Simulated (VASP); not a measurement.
Set up this calculation in VASP 6.6.1, as the native input.

| Quantity | Value |
| --- | --- |
| Task | relaxation of shape and atoms at fixed volume |
| Functional | PBEsol |
| Potentials or basis | VASP PAW PBE potentials, release 64 (Al, Ni) |
| Cutoff | 600 eV |
| k mesh | 12 × 12 × 8 |
| Occupations | gaussian, width 0.1 eV |
| Spin | no spin polarisation |
| Dipole correction | no |
| Further INCAR settings | ALGO = Fast; EDIFF = 1e-07; IBRION = 2; EDIFFG = -0.01; NSW = 50; ISIF = 4 |

The structure of AlNi2 lies in POSCAR:

```
AlNi2
1.0
    4.1013572755      0.0000000000      0.0000000000
   -2.0506786378      3.5518795906      0.0000000000
    0.0000000000      0.0000000000      5.0689865877
Al Ni
2 4
Direct
    0.3333333333      0.6666666667      0.1947094051
    0.6666666667      0.3333333333      0.8052905949
    0.3333333333      0.6666666667      0.6889891415
    0.6666666667      0.3333333333      0.3110108585
    0.0000000000      0.0000000000      0.5000000000
    0.0000000000      0.0000000000      0.0000000000
```

The input as run:

INCAR

```
PREC = Accurate
ENCUT = 600
EDIFF = 1E-7
ISMEAR = 0
SIGMA = 0.1
LREAL = False
LASPH = True
NELM = 60
ALGO = Fast
ISIF = 4
LWAVE = False
LCHARG = False
GGA = PS
IBRION = 2
NSW = 50
EDIFFG = -0.01
```

KPOINTS

```
Automatic mesh
0
Gamma
  12 12 8
```

Potentials or basis: VASP PAW PBE potentials, release 64 (Al, Ni).

Command:

```console
$ cat potpaw_PBE.64/Al/POTCAR potpaw_PBE.64/Ni/POTCAR > POTCAR
$ mpirun -np 1 vasp_std > vasp.out
```

It gave:

```
Energy gained by relaxing    : 0.0 meV/atom
Ionic steps                  : 9
Pressure after relaxing      : -14.4 GPa
Largest force after relaxing : 0.007 eV/Å
Band gap on the k mesh       : zero (bands 23 and 24 overlap by 4.12 eV)
```

Caveat: the PAW data sets were made with another functional, which shifts forces and pressure a little.

Wall time 42 min on 1 thread of Intel(R) Xeon(R) Platinum 8259CL CPU @ 2.50GHz (Skylake/Cascade Lake) (shared host), peak memory 0.42 GiB.
